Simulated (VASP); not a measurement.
Write the native input for VASP 6.6.1 that does the following.

```yaml
Task: single point
Functional: LDA
Potentials_or_basis: VASP PAW LDA potentials, release 64 (Al)
Cutoff: 500 eV
k_mesh: 10 × 10 × 10
Occupations: fermi-dirac, width 0.1 eV
Spin: no spin polarisation
Dipole_correction: no
Further_INCAR_settings: ALGO = Normal; EDIFF = 1e-06; NBANDS = 8
```

The structure of Al lies in POSCAR:

```
Al
1.0
    0.0000000000      1.9892805665      1.9892805665
    1.9892805665      0.0000000000      1.9892805665
    1.9892805665      1.9892805665      0.0000000000
Al
1
Direct
    0.0000000000      0.0000000000      0.0000000000
```

One way to write it, as run:

INCAR

```
SYSTEM = Al
ALGO = Normal ; EDIFF = 1E-6
ENCUT = 500 ; GGA_COMPAT = .False.
ISIF = 2 ; ISMEAR = -1
LASPH = .True. ; LCHARG = .False.
LREAL = .False. ; LWAVE = .False.
NBANDS = 8 ; NELM = 120
PREC = Accurate ; SIGMA = 0.1
```

KPOINTS

```
k-points
0
Gamma
  10 10 10
  0 0 0
```

Potentials or basis: VASP PAW LDA potentials, release 64 (Al).

Run with:

```sh
$ cat potpaw_LDA.64/Al/POTCAR > POTCAR
$ mpirun -np 1 vasp_std > vasp.out
```

Results of the run:

The pressure is 0.3 GPa.

Run time: 2.7 s on 1 thread of Intel(R) Xeon(R) Platinum 8559C (Emerald Rapids), with other jobs on the host, peak memory 0.11 GiB.
